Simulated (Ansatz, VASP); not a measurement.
## HfO2: VASP beside Ansatz

```
CELL_PARAMETERS angstrom
0.00000 2.52293 2.52293
2.52293 0.00000 2.52293
2.52293 2.52293 0.00000
ATOMIC_POSITIONS crystal
Hf 0.00000 0.00000 0.00000
O 0.75000 0.75000 0.75000
O 0.25000 0.25000 0.25000
```

Alike in both runs: task single point; functional PBE; dispersion D3(BJ); k mesh 7 × 7 × 7; occupations fermi-dirac, width 0.05 eV; non-collinear spin, spin-orbit coupling.

```csv
,VASP,Ansatz
version,VASP 6.6.1,Ansatz 0.2.0
potentials or method,"VASP PAW PBE potentials, release 64 (Hf_pv, O)",Ansatz PAW
plane-wave cutoff (eV),520,420
valence electrons in the cell,22,38
```

```csv
,VASP,Ansatz,Ansatz less VASP
pressure (GPa),0.4,3.9,+3.52
net moment per atom (μB),0.00,0.00,0.000
```

VASP's potentials hold 22 valence electrons a cell and Ansatz's 38, so a difference there can come from the potentials and not from the codes.

Noted on Ansatz's run: odd divisions of the mesh miss points on the zone boundary, where band edges often lie, so the gap on the mesh can be too wide.
